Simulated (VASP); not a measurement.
Crystal: B3P.

```
B P
1.0
     2.74079    0.00000    0.00000
    -1.37040    2.37360    0.00000
     0.00000    0.00000    8.71474
B P
3 1
Cartesian
  0.0000 0.0000 4.3574
  1.3704 0.7912 2.2836
  1.3704 0.7912 6.4312
  0.0000 0.0000 0.0000
```

* Program: VASP 6.6.1
* Task: relaxation of cell and atoms
* Functional: PBE
* Potentials or basis: VASP PAW PBE potentials, release 64 (B, P)
* Cutoff: 500 eV
* k mesh: 6 × 6 × 2
* Occupations: gaussian, width 0.1 eV
* Spin: no spin polarisation

At the start: pressure -24.2 GPa; volume 14.17 Å³/atom.

Question: How do energy, volume and symmetry change on relaxing?

Answer: Over 39 steps the energy falls by 1922.8 meV/atom and the volume is 8.73 Å³/atom (-38.4 %); space group P-6m2 (No. 187, to 0.05 Å).

Step by step:
```
step  energy change (eV)  largest force (eV/Å)  pressure (GPa)  volume (Å³)
   1              0.0000                0.5240          -24.22        56.69
   2             -2.4980                1.3430          -18.12        40.84
   3             -3.1041                1.4987           -8.08        34.92
   4             -2.1299                1.6373           73.99        24.82
   5             -3.2400                1.6050           -1.15        32.67
   6             -3.2731                1.6275            6.30        31.10
   7             -4.0216                0.8403           30.64        28.55
   8             -4.1020                0.7145           44.14        27.50
   9             -4.8309                1.7141           35.80        28.65
  10             -7.3234                2.3385           12.62        31.71
  11             10.2210               81.9545          109.95        35.50
  12             -7.0528                2.7243           10.89        31.96
  13             -6.7029                5.4461            9.54        34.15
  14             -7.3266                2.1021            5.68        32.72
  15             -7.4184                0.4933            4.27        33.48
  16             -7.4490                1.0124            3.28        33.17
  17             -7.4547                0.5599            3.49        33.27
  18             -7.4481                0.1369            3.75        33.35
  19             -7.4861                0.8508            0.11        33.84
  20             -7.4927                1.0169           -1.66        34.13
  21             -7.5125                0.6540           -1.40        34.29
  22             -7.5442                0.2457            0.16        34.54
  23             -7.6269                0.8448            1.31        35.01
  24             -7.3406                4.6012            6.97        35.91
  25             -7.6206                1.2726            1.99        35.11
  26             -7.6263                1.3501            1.84        35.19
  27             -7.6284                1.4913            1.65        35.33
  28             -7.6288                1.4543            1.69        35.29
  29             -7.6372                1.3380            1.34        35.30
  30             -7.6582                0.9952            0.32        35.33
  31             -7.6832                0.3593           -1.54        35.38
  32             -7.6592                1.0042           -4.65        35.49
  33             -7.6869                0.0494           -2.47        35.41
  34             -7.6869                0.0166           -2.40        35.41
  35             -7.6880                0.0182           -2.11        35.34
  36             -7.6903                0.0236           -1.21        35.14
  37             -7.6904                0.0331            0.65        34.75
  38             -7.6911                0.0289           -0.25        34.94
  39             -7.6912                0.0025           -0.12        34.92
```

Final structure:
```yaml
crystal:
  lattice:
    - [2.82016, 0.00000, 0.00000]
    - [-1.41008, 2.44233, 0.00000]
    - [0.00000, 0.00000, 5.06992]
  atoms:
    - { symbol: B, position: [0.00000, 0.00000, 0.50000] }
    - { symbol: B, position: [0.66667, 0.33333, 0.34196] }
    - { symbol: B, position: [0.66667, 0.33333, 0.65804] }
    - { symbol: P, position: [0.00000, 0.00000, 0.00000] }
```

Caveat: the k points lie up to 0.62 Å⁻¹ apart in the final cell; the volume moved by over 15 % at a fixed basis, so the end points are rough.
